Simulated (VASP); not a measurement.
Here is a VASP 6.6.1 calculation.

Contents of INCAR:

```
PREC = Accurate
ENCUT = 520
EDIFF = 1E-7
ISMEAR = 0
SIGMA = 0.15
LREAL = False
LASPH = True
NELM = 100
ALGO = Normal
ISIF = 2
LWAVE = False
LCHARG = False
GGA = PE
NBANDS = 16
```

File KPOINTS:

```
regular mesh
0
Gamma
  14 14 14
```

File POSCAR:

```
InSb
1.0
    0.0000000000      2.9693947868      3.5620859862
    2.9693947868      0.0000000000      3.5620859862
    2.9693947868      2.9693947868      0.0000000000
In Sb
1 1
Direct
    0.0000000000      0.0000000000      0.0000000000
    0.5000000000      0.5000000000      0.5000000000
```

Potentials or basis: VASP PAW PBE potentials, release 64 (In_d, Sb).

Launch:

```sh
$ cat potpaw_PBE.64/In_d/POTCAR potpaw_PBE.64/Sb/POTCAR > POTCAR
$ mpirun -np 1 vasp_std > vasp.out
```

(1) Predict the pressure.

(2) What does it give for the band gap on the k mesh?

Results:

(1) -0.5 GPa.

(2) zero (band 9 reaches 6.50 eV, above the bottom of band 10 at 4.19 eV).

Caveat: spin-orbit coupling is left out, which moves the levels of the heavy elements.
